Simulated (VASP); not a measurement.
NiO: relaxation of cell and atoms with PBE

The system is NiO.

```
CELL_PARAMETERS angstrom
0.00000 3.32384 2.25703
1.76182 0.00000 2.25703
1.76182 3.32384 0.00000
ATOMIC_POSITIONS crystal
Ni 0.75268 0.75268 0.24732
O 0.34312 0.34312 0.65688
```

The cell was generated, and may not be a known phase.

```json
{"Program": "VASP 6.6.1", "Task": "relaxation of cell and atoms", "Functional": "PBE", "Potentials or basis": "VASP PAW PBE potentials, release 64 (Ni, O)", "Cutoff": "600 eV", "k mesh": "22 × 22 × 22", "Occupations": "gaussian, width 0.1 eV", "Spin": "no spin polarisation", "Dipole correction": "no", "Further INCAR settings": "ALGO = Normal; EDIFF = 1e-06; IBRION = 2; EDIFFG = -0.01; NSW = 100; ISIF = 3"}
```

- Relaxed volume: 13.16 Å³/atom
- Relaxed cell: a = 4.004 Å, b = 2.857 Å, c = 3.758 Å, α = 73.06°, β = 43.05°, γ = 63.89°
- Space group after relaxing (to 0.1 Å): Fmm2 (No. 42)
- Energy gained by relaxing: 0.4 meV/atom
- Ionic steps: 7
- Pressure after relaxing: 0.0 GPa
- Largest force after relaxing: 0.007 eV/Å
- Band gap on the k mesh: zero (bands 8 and 9 overlap by 1.01 eV)

Forces in eV/Å, atoms in the order of the input:
```
Ni   0.000  0.000  0.007
O    0.000  0.000 -0.007
```

Stress tensor (GPa, compression positive):
```
-0.02  0.00  0.00
 0.00 -0.09  0.00
 0.00  0.00  0.03
```

The path:
```csv
step,energy change (eV),largest force (eV/Å),pressure (GPa),volume (Å³)
1,0.0000,0.0795,0.38,26.43
2,-0.0001,0.0270,-0.92,26.55
3,-0.0004,0.0228,-0.33,26.50
4,-0.0006,0.0012,-0.17,26.43
5,-0.0007,0.0258,-0.02,26.35
6,-0.0008,0.0274,-0.07,26.31
7,-0.0008,0.0066,-0.03,26.33
```

Final structure:
```xyz
2
Lattice="0.0000 3.3161 2.2440 1.7690 0.0000 2.2440 1.7690 3.3161 0.0000" Properties=species:S:1:pos:R:3 pbc="T T T"
Ni    1.7690    3.3161    3.3840
O     1.7690    3.3161    1.5339
```

Levels at points of the mesh, in eV from the Fermi level:
```tsv
k point	band 4	band 5	band 6	band 7	band 8	band 9	band 10	band 11	band 12
(0.00, 0.00, 0.00)	-3.64	-1.98	-1.38	-0.96	-0.63	0.29	2.18	12.15	12.97
(0.50, 0.00, 0.00)	-4.77	-1.35	-1.10	-0.67	0.15	0.74	5.38	8.22	10.53
(0.50, 0.50, 0.00)	-3.49	-1.81	-1.13	-1.12	-0.90	-0.80	6.23	9.47	12.04
(0.50, 0.00, 0.50)	-5.10	-1.25	-0.96	-0.81	-0.69	0.32	5.14	5.15	14.78
(0.00, 0.50, 0.50)	-3.98	-1.56	-1.14	-1.03	-1.01	-0.64	7.17	8.23	10.79
```

Wall time 15 min on 1 thread of Intel(R) Xeon(R) 6975P-C (Granite Rapids), with other jobs on the host, peak memory 0.77 GiB.

Caveat: the run has no spin polarisation, though such a crystal can be magnetic; semilocal functionals often make such compounds metallic where correlation or magnetic order opens a gap, which also shifts bond lengths. Spin polarisation is off, so any magnetic state and its effect on volume and gap are missing.
